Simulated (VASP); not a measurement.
SnSe2:

```
Sn Se
1.0
     3.80907    0.00000    0.00000
    -1.90453    3.29875    0.00000
     0.00000    0.00000    6.14224
Sn Se
1 2
Direct
  0.00000 0.00000 0.00000
  0.33333 0.66667 0.25000
  0.66667 0.33333 0.75000
```

* Program: VASP 6.6.1
* Task: relaxation of cell and atoms
* Functional: PBE
* Dispersion: D3(BJ)
* Potentials or basis: VASP PAW PBE potentials, release 64 (Sn_d, Se)
* Cutoff: 600 eV
* k mesh: 6 × 6 × 4
* Occupations: gaussian, width 0.1 eV
* Spin: no spin polarisation

At the start: pressure 3.1 GPa; volume 25.73 Å³/atom.

Problem. Where does the relaxation end?

Solution. Over 13 steps the energy falls by 19.0 meV/atom and the volume is 25.60 Å³/atom (-0.5 %); space group P-3m1 (No. 164, to 0.05 Å).

Step by step:
| step | energy change (eV) | largest force (eV/Å) | pressure (GPa) | volume (Å³) |
| --- | --- | --- | --- | --- |
| 1 | 0.0000 | 0.7330 | 3.11 | 77.18 |
| 2 | -0.0155 | 0.2740 | -2.67 | 82.89 |
| 3 | -0.0433 | 0.1445 | -0.34 | 80.25 |
| 4 | -0.0433 | 0.1551 | -0.27 | 80.19 |
| 5 | -0.0459 | 0.1193 | -0.18 | 79.76 |
| 6 | -0.0478 | 0.0684 | -0.03 | 79.16 |
| 7 | -0.0479 | 0.0506 | 0.04 | 78.96 |
| 8 | -0.0503 | 0.0296 | -0.05 | 78.69 |
| 9 | -0.0547 | 0.0277 | -0.28 | 77.95 |
| 10 | -0.0537 | 0.1364 | -0.52 | 76.43 |
| 11 | -0.0561 | 0.0645 | -0.37 | 77.35 |
| 12 | -0.0554 | 0.0780 | 0.61 | 76.02 |
| 13 | -0.0569 | 0.0050 | 0.04 | 76.80 |

Final structure:
```xyz
3
Lattice="3.8421 0.0000 0.0000 -1.9211 3.3274 0.0000 0.0000 0.0000 6.0071" Properties=species:S:1:pos:R:3 pbc="T T T"
Sn    0.0000    0.0000    0.0000
Se    0.0000    2.2183    1.5936
Se    1.9211    1.1091    4.4136
```

Caveat: the relaxation stopped at a loose force limit of 0.05 eV/Å, so its end isn't a converged minimum.
